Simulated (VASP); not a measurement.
BN, 4 atoms in the cell. It takes space group P6_3/mmc (No. 194, hexagonal). The conventional cell has a = 2.501 Å, b = 2.501 Å, c = 7.115 Å, α = 90.00°, β = 90.00°, γ = 120.00°. Within 1.9 Å of B (site symmetry -6m2) lie 3 N at 1.44 Å. Within 1.9 Å of N (site symmetry -6m2) lie 3 B at 1.44 Å.  This cell differs from its parent crystal: strain +0.0350 x Voigt [0, 0, 1, 0, 0, 0].

```yaml
Program: VASP 6.6.1
Task: single point
Functional: r2SCAN
Potentials_or_basis: VASP PAW PBE potentials, release 64 (B, N)
Cutoff: 520 eV
k_mesh: 12 × 12 × 4
Occupations: gaussian, width 0.05 eV
Spin: no spin polarisation
Dipole_correction: no
Further_INCAR_settings: ALGO = Normal; EDIFF = 1e-06; NBANDS = 16
```

Potentials or basis: VASP PAW PBE potentials, release 64 (B, N).

Run with:

```console
$ cat potpaw_PBE.64/B/POTCAR potpaw_PBE.64/N/POTCAR > POTCAR
$ cp INCAR.step1 INCAR
$ mpirun -np 1 vasp_std > vasp.out
$ cp INCAR.step2 INCAR
$ mpirun -np 1 vasp_std > vasp.out
```

Hardware: 1 thread of AMD EPYC 7R43 64-Core Processor (Zen 3), on a shared host.

Estimate the wall time of this run.

It took 3.4 min on 1 thread of AMD EPYC 7R43 64-Core Processor (Zen 3), with other jobs on the host, peak memory 0.13 GiB. Counts: k points 57.
